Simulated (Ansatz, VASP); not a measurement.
BeS: VASP beside Ansatz

```xyz
2
Lattice="0.0000 2.4250 2.4250 2.4250 0.0000 2.4250 2.4250 2.4250 0.0000" Properties=species:S:1:pos:R:3 pbc="T T T"
S     3.6375    3.6375    3.6375
Be    0.0000    0.0000    0.0000
```

Alike in both runs: functional BLYP; k mesh 9 × 9 × 9; occupations fermi-dirac, width 0.05 eV; no spin polarisation.

|  | VASP | Ansatz |
| --- | --- | --- |
| version | VASP 6.6.1 | Ansatz 0.2.0 |
| potentials or method | VASP PAW PBE potentials, release 64 (S, Be) | Ansatz PAW |
| plane-wave cutoff (eV) | 520 | 420 |
| valence electrons in the cell | 8 | 8 |
| task | single point | band structure |

```csv
,VASP,Ansatz,Ansatz less VASP
gap on the k mesh at the Fermi level (eV),3.49,3.47,-0.026
least direct gap on the mesh (eV),5.79,5.75,-0.044
pressure (GPa),4.4,4.6,+0.28
```

VASP's potentials were made for PBE, not for BLYP. With one functional, cell and mesh, what is left measures potentials, basis and numerics.

Noted on Ansatz's run: the k mesh misses the band edges, so the gap on the mesh is wider than the one along the path.
